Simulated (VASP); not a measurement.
A run of VASP 6.6.1:

File INCAR:

```
PREC = Accurate
ENCUT = 430
EDIFF = 1E-8
ISMEAR = -1
SIGMA = 0.03
LREAL = F
LASPH = T
NELM = 120
ALGO = Normal
ISIF = 2
LWAVE = F
LCHARG = F
GGA = CA
LEFG = T
NBANDS = 26
GGA_COMPAT = F
```

File KPOINTS:

```
Automatic mesh
0
Gamma
  12 12 10
```

POSCAR

```
HgPt
1.0
    2.9710000000      0.0000000000      0.0000000000
    0.0000000000      2.9710000000      0.0000000000
    0.0000000000      0.0000000000      3.8250000000
Hg Pt
1 1
Direct
    0.0000000000      0.0000000000      0.0000000000
    0.5000000000      0.5000000000      0.5000000000
```

Potentials or basis: VASP PAW LDA potentials, release 64 (Hg_sv_GW, Pt_sv_GW).

The run is started by

```console
$ cat potpaw_LDA.64/Hg_sv_GW/POTCAR potpaw_LDA.64/Pt_sv_GW/POTCAR > POTCAR
$ mpirun -np 1 vasp_std > vasp.out
```

Hardware: 1 thread of Intel(R) Xeon(R) Platinum 8375C CPU @ 2.90GHz (Ice Lake), on a shared host.

**Question.** Estimate the wall time of this run.

**Answer.** It took 85 s on 1 thread of Intel(R) Xeon(R) Platinum 8375C CPU @ 2.90GHz (Ice Lake) (shared host), peak memory 0.24 GiB. Counts: scf iterations 15, k points 168.
